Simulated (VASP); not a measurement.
## CaC2: relaxation of cell and atoms with LDA

CaC2:

```
Ca C
1.0
     1.94440    1.12260    3.95387
    -1.94440    1.12260    3.95387
     0.00000   -2.24520    3.95387
Ca C
1 2
Direct
  0.00000 0.00000 0.00000
  0.55292 0.55292 0.55292
  0.44709 0.44709 0.44709
```

```
Program                : VASP 6.6.1
Task                   : relaxation of cell and atoms
Functional             : LDA
Potentials or basis    : VASP PAW LDA potentials, release 64 (Ca_sv, C)
Cutoff                 : 600 eV
k mesh                 : 9 × 9 × 9
Occupations            : gaussian, width 0.02 eV
Spin                   : no spin polarisation
Dipole correction      : no
Further INCAR settings : ALGO = Normal; EDIFF = 1e-06; IBRION = 2; EDIFFG = -0.005; NSW = 100; ISIF = 3
```

```json
{
 "Relaxed volume": "15.85 Å³/atom",
 "Relaxed cell": "a = 4.429 Å, b = 4.429 Å, c = 4.429 Å, α = 50.43°, β = 50.43°, γ = 50.43°",
 "Space group after relaxing (to 0.05 Å)": "R-3m (No. 166)",
 "Energy gained by relaxing": "22.5 meV/atom",
 "Ionic steps": "8",
 "Pressure after relaxing": "0.0 GPa",
 "Largest force after relaxing": "0.004 eV/Å",
 "Band gap on the k mesh": "2.51 eV, indirect (least direct gap 3.79 eV)"
}
```

Forces on the atoms (eV/Å):
```
Ca   0.000  0.000  0.000
C    0.000  0.000  0.004
C    0.000  0.000 -0.004
```

The path:
| step | energy change (eV) | largest force (eV/Å) | pressure (GPa) | volume (Å³) |
| --- | --- | --- | --- | --- |
| 1 | 0.0000 | 0.3148 | -5.09 | 51.78 |
| 2 | 0.0965 | 5.8428 | 6.45 | 47.78 |
| 3 | -0.0236 | 1.3201 | -2.01 | 50.50 |
| 4 | -0.0592 | 0.5353 | -1.04 | 48.84 |
| 5 | -0.0676 | 0.0433 | -0.10 | 47.61 |
| 6 | -0.0676 | 0.0703 | -0.07 | 47.55 |
| 7 | -0.0675 | 0.1031 | 0.17 | 47.54 |
| 8 | -0.0676 | 0.0039 | 0.04 | 47.55 |

Final structure:
```cif
data_structure
_symmetry_space_group_name_H-M 'P 1'
_symmetry_Int_Tables_number 1
_cell_length_a 4.4288
_cell_length_b 4.4288
_cell_length_c 4.4288
_cell_angle_alpha 50.429
_cell_angle_beta 50.429
_cell_angle_gamma 50.429
_cell_volume 47.55
loop_
_atom_site_label
_atom_site_type_symbol
_atom_site_fract_x
_atom_site_fract_y
_atom_site_fract_z
_atom_site_occupancy
Ca1 Ca 0.00000 0.00000 0.00000 1
C1 C 0.55387 0.55387 0.55387 1
C2 C 0.44613 0.44613 0.44613 1
```

Levels at points of the mesh, in eV from the valence-band top:
| k point | band 5 | band 6 | band 7 | band 8 | band 9 | band 10 | band 11 | band 12 | band 13 |
| --- | --- | --- | --- | --- | --- | --- | --- | --- | --- |
| (0.00, 0.00, 0.00) | -12.61 | -3.00 | -2.65 | -0.86 | -0.86 | 2.93 | 2.93 | 4.23 | 5.60 |

Run time: 2.7 min on 1 thread of Intel(R) Xeon(R) 6975P-C (Granite Rapids), with other jobs on the host, peak memory 0.22 GiB.

A k mesh can miss the band edges. As with any semilocal functional, this LDA gap is likely too small.
